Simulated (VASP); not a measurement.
A run of VASP 6.6.1 is set up as follows.

INCAR

```
PREC = Accurate ; ENCUT = 520
EDIFF = 1E-6 ; ISMEAR = -1
SIGMA = 0.1 ; LREAL = F
LASPH = T ; NELM = 60
ALGO = Normal ; ISIF = 2
LWAVE = F ; LCHARG = F
GGA = B5 ; ALDAX = 1.0
AGGAX = 1.0 ; AGGAC = 1.0
ALDAC = 0.0 ; NBANDS = 10
```

The input KPOINTS:

```
Automatic mesh
0
Gamma
  16 16 16
```

File POSCAR:

```
Os
1.0
   -1.5045471333      1.5045471333      1.5045471333
    1.5045471333     -1.5045471333      1.5045471333
    1.5045471333      1.5045471333     -1.5045471333
Os
1
Direct
    0.0000000000      0.0000000000      0.0000000000
```

Potentials or basis: VASP PAW PBE potentials, release 64 (Os).

Launch:

```bash
$ cat potpaw_PBE.64/Os/POTCAR > POTCAR
$ mpirun -np 1 vasp_std > vasp.out
```

Question: Estimate the pressure.

Answer: 57.6 GPa.

Question: Estimate the band gap on the k mesh.

Answer: Zero (band 4 reaches 13.45 eV, above the bottom of band 5 at 8.56 eV).

Caveat: the PAW data sets were made with another functional, which shifts forces and pressure a little; spin-orbit coupling is left out, which moves the levels of the heavy elements.
